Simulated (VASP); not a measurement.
Write the native input for VASP 6.6.1 that does the following.

```yaml
Task: relaxation of cell and atoms
Functional: PBE
Dispersion: D3(BJ)
Potentials_or_basis: VASP PAW PBE potentials, release 64 (Tl_d, Br)
Cutoff: 500 eV
k_mesh: 8 × 8 × 8
Occupations: gaussian, width 0.02 eV
Spin: no spin polarisation
Dipole_correction: no
Further_INCAR_settings: ALGO = Normal; EDIFF = 1e-07; IBRION = 2; EDIFFG = -0.005; NSW = 100; ISIF = 3
```

The structure of TlBr lies in POSCAR:

```
TlBr
1.0
    3.9800000000      0.0000000000      0.0000000000
    0.0000000000      3.9800000000      0.0000000000
    0.0000000000      0.0000000000      3.9800000000
Tl Br
1 1
Direct
    0.0000000000      0.0000000000      0.0000000000
    0.5000000000      0.5000000000      0.5000000000
```

One way to write it, as run:

INCAR

```
PREC = Accurate ; ENCUT = 500
EDIFF = 1E-7 ; ISMEAR = 0
SIGMA = 0.02 ; LREAL = False
LASPH = True ; NELM = 120
ALGO = Normal ; ISIF = 3
LWAVE = False ; LCHARG = False
GGA = PE ; IVDW = 12
IBRION = 2 ; NSW = 100
EDIFFG = -0.005 ; GGA_COMPAT = False
NELMIN = 4
```

KPOINTS

```
regular mesh
0
Gamma
  8 8 8
```

Potentials or basis: VASP PAW PBE potentials, release 64 (Tl_d, Br).

Command:

```sh
$ cat potpaw_PBE.64/Tl_d/POTCAR potpaw_PBE.64/Br/POTCAR > POTCAR
$ mpirun -np 1 vasp_std > vasp.out
```

Results of the run:

* Relaxed volume: 31.50 Å³/atom
* Relaxed cell: a = 3.979 Å, b = 3.979 Å, c = 3.979 Å, α = 90.00°, β = 90.00°, γ = 90.00°
* Space group after relaxing (to 0.05 Å): Pm-3m (No. 221)
* Energy gained by relaxing: 0.0 meV/atom
* Ionic steps: 2
* Pressure after relaxing: 0.0 GPa
* Band gap on the k mesh: 1.86 eV, direct
* Dispersion energy per atom: -0.274 eV

Caveat: spin-orbit coupling is left out, which moves the levels of the heavy elements.

Run time: 14 s on 1 thread of AMD EPYC 9R45 (Zen 5), with other jobs on the host, peak memory 0.16 GiB.
